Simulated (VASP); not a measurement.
Cu:

```
Cu
1.0
     2.55616    0.00000    0.00000
    -1.27808    2.21370    0.00000
     0.00000    0.00000    4.17421
Cu
2
Direct
  0.33333 0.66667 0.25000
  0.66667 0.33333 0.75000
```

- Program: VASP 6.6.1
- Task: relaxation of cell and atoms
- Functional: PBEsol
- Potentials or basis: VASP PAW PBE potentials, release 64 (Cu)
- Cutoff: 600 eV
- k mesh: 14 × 14 × 8
- Occupations: fermi-dirac, width 0.1 eV
- Spin: no spin polarisation

At the start: pressure -5.4 GPa; volume 11.81 Å³/atom.

Problem. How do energy, volume and symmetry change on relaxing?

Solution. Over 7 steps the energy falls by 7.5 meV/atom and the volume is 11.38 Å³/atom (-3.6 %); space group P6_3/mmc (No. 194, to 0.05 Å).

Step by step:
```
step  energy change (eV)  largest force (eV/Å)  pressure (GPa)  volume (Å³)
   1              0.0000                0.0000           -5.44        23.62
   2             -0.0095                0.0000            3.76        22.28
   3             -0.0151                0.0000            0.02        22.77
   4             -0.0150                0.0000           -0.04        22.78
   5             -0.0151                0.0000           -0.19        22.78
   6             -0.0151                0.0000           -0.19        22.78
   7             -0.0151                0.0000            0.04        22.77
```

Final structure:
```
CELL_PARAMETERS angstrom
2.52254 0.00000 0.00000
-1.26127 2.18458 0.00000
0.00000 0.00000 4.13174
ATOMIC_POSITIONS crystal
Cu 0.33333 0.66667 0.25000
Cu 0.66667 0.33333 0.75000
```

Caveat: the PAW data sets were made with another functional, which shifts forces and pressure a little.
